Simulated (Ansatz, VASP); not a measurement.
This is a calculation of SiO for Ansatz 0.2.0.

input.yaml

```yaml
crystal:
  lattice:
    - [2.80697, 0.0, 0.0]
    - [0.0, 2.80697, 0.0]
    - [0.0, 0.0, 2.80697]
  atoms:
    - { symbol: Si, position: [0.0, 0.0, 0.0] }
    - { symbol: O, position: [0.5, 0.5, 0.5] }
hamiltonian:
  xc: b3lyp
  pseudopotentials: { kind: paw }
kpoints:
  mp_grid: { grid: [5, 5, 5] }
scf:
  occupations: { method: fermi_dirac, width: 0.05 }
output:
  forces: true
  stress: true
  eigenvalues: true
relax:
  f_tol: 0.01
  max_steps: 40
  cell: { stress_tol: 0.05 }
```

Potentials or basis: Ansatz PAW.

Run with:

```sh
$ ansatz run input.yaml --threads 2 --pin off --max-ram 5632MiB --backend cpu --events-out ev --progress --plain --runs-dir out
```

Task: Translate it to VASP 6.6.1. Potentials there: VASP PAW PBE potentials, release 64 (Si, O).

Result: As run (the cutoff follows the program's own potentials):

Contents of POSCAR:

```
SiO
1.0
    2.8069700000      0.0000000000      0.0000000000
    0.0000000000      2.8069700000      0.0000000000
    0.0000000000      0.0000000000      2.8069700000
Si O
1 1
Direct
    0.0000000000      0.0000000000      0.0000000000
    0.5000000000      0.5000000000      0.5000000000
```

Contents of INCAR.step1:

```
SYSTEM = SiO
PREC = Accurate
ENCUT = 600
EDIFF = 1E-5
ISMEAR = -1
SIGMA = 0.05
LREAL = .FALSE.
LASPH = .TRUE.
NELM = 60
ALGO = Normal
LWAVE = .TRUE.
LCHARG = .FALSE.
GGA = PE
NBANDS = 12
```

Contents of INCAR.step2:

```
SYSTEM = SiO
PREC = Accurate
ENCUT = 600
EDIFF = 1E-6
ISMEAR = -1
SIGMA = 0.05
LREAL = .FALSE.
LASPH = .TRUE.
NELM = 60
ALGO = Normal
ISIF = 3
LWAVE = .FALSE.
LCHARG = .FALSE.
GGA = B3
LHFCALC = .TRUE.
AEXX = 0.2
AGGAX = 0.72
AGGAC = 0.81
ALDAC = 0.19
PRECFOCK = Normal
IBRION = 2
NSW = 60
EDIFFG = -0.01
ISTART = 1
```

File KPOINTS:

```
regular mesh
0
G
  5 5 5
  0 0 0
```

Potentials or basis: VASP PAW PBE potentials, release 64 (Si, O).

Command:

```console
$ cat potpaw_PBE.64/Si/POTCAR potpaw_PBE.64/O/POTCAR > POTCAR
$ cp INCAR.step1 INCAR
$ mpirun -np 1 vasp_std > vasp.out
$ cp INCAR.step2 INCAR
$ mpirun -np 1 vasp_std > vasp.out
```

Both were run:

|  | VASP | Ansatz | Ansatz less VASP |
| --- | --- | --- | --- |
| gap on the k mesh at the Fermi level, each at its own relaxed structure (eV) | 1.71 | 1.69 | -0.021 |
| relaxed volume (Å³/atom) | 11.59 | 11.58 | -0.002 |
| relaxed cell length with the largest relative difference (Å) | 2.851 | 2.851 | -0.0002 |

VASP's potentials were made for PBE, not for B3LYP.

The k mesh is coarse, so the values compare programs but aren't converged. Noted on Ansatz's run: odd divisions of the mesh miss points on the zone boundary, where band edges often lie, so the gap on the mesh can be too wide; the plane-wave basis is chosen anew once the cell has moved, so the energies of steps on either side of that aren't comparable.
